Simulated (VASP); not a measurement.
Runs of VASP 6.6.1 on AlAs. The structure is that of space group F-43m (No. 216), or close to it. The cells are those of the table. 

```csv
cell,k mesh,smearing,gap on the mesh (eV),pressure (GPa)
"a = 4.135 Å, angles 60.0°, 2 atoms",4 × 4 × 4,gaussian 0.01 eV,(b),-3.4
"a = 4.055 Å, angles 60.0°, 2 atoms",4 × 4 × 4,gaussian 0.01 eV,(a),0.2
"a = 3.935 Å, angles 60.0°, 2 atoms",8 × 8 × 8,fermi-dirac 0.02 eV,1.34,7.3
"a = 3.975 Å, angles 60.0°, 2 atoms",4 × 4 × 4,gaussian 0.01 eV,1.37,4.8
"a = 4.095 Å, angles 60.0°, 2 atoms",4 × 4 × 4,gaussian 0.01 eV,1.52,-1.7
```

Alike in all rows: task single point; level PBE; potentials or basis VASP PAW PBE potentials, release 64 (Al, As); no spin polarisation; cutoff (eV) 500.

Fill in the values left out.

(a) 1.48; (b) 1.30.

Caveats: some runs use coarse meshes.

A k mesh can miss the band edges, and the runs leave out spin-orbit coupling on As.
